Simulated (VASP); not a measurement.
A run of VASP 6.6.1:

File INCAR:

```
ALGO = Normal
EDIFF = 1E-7
ENCUT = 520
GGA = CA
ISIF = 2
ISMEAR = -1
LASPH = T
LCHARG = T
LELF = T
LREAL = F
LVHAR = T
LWAVE = F
NBANDS = 14
NELM = 60
PREC = Accurate
SIGMA = 0.05
```

KPOINTS

```
k-points
0
Gamma
  10 10 1
```

Contents of POSCAR:

```
BP2
1.0
    2.9756400000      0.0000000000      0.0000000000
   -1.4878200000      2.5769800000      0.0000000000
    0.0000000000      0.0000000000     29.0535300000
B P
1 2
Direct
    0.0000000000      0.0000000000      0.2757200000
    0.6666700000      0.3333300000      0.3162800000
    0.3333300000      0.6666700000      0.2351600000
```

Potentials or basis: VASP PAW LDA potentials, release 64 (B, P).

Launch:

```sh
$ cat potpaw_LDA.64/B/POTCAR potpaw_LDA.64/P/POTCAR > POTCAR
$ mpirun -np 1 vasp_std > vasp.out
```

Hardware: 1 thread of Intel(R) Xeon(R) Platinum 8375C CPU @ 2.90GHz (Ice Lake) (shared host).

Task: How long does it take, and how much memory?

Result: Run time: 110 s on 1 thread of Intel(R) Xeon(R) Platinum 8375C CPU @ 2.90GHz (Ice Lake), with other jobs on the host, peak memory 0.31 GiB. Counts: scf iterations 24, k points 31.
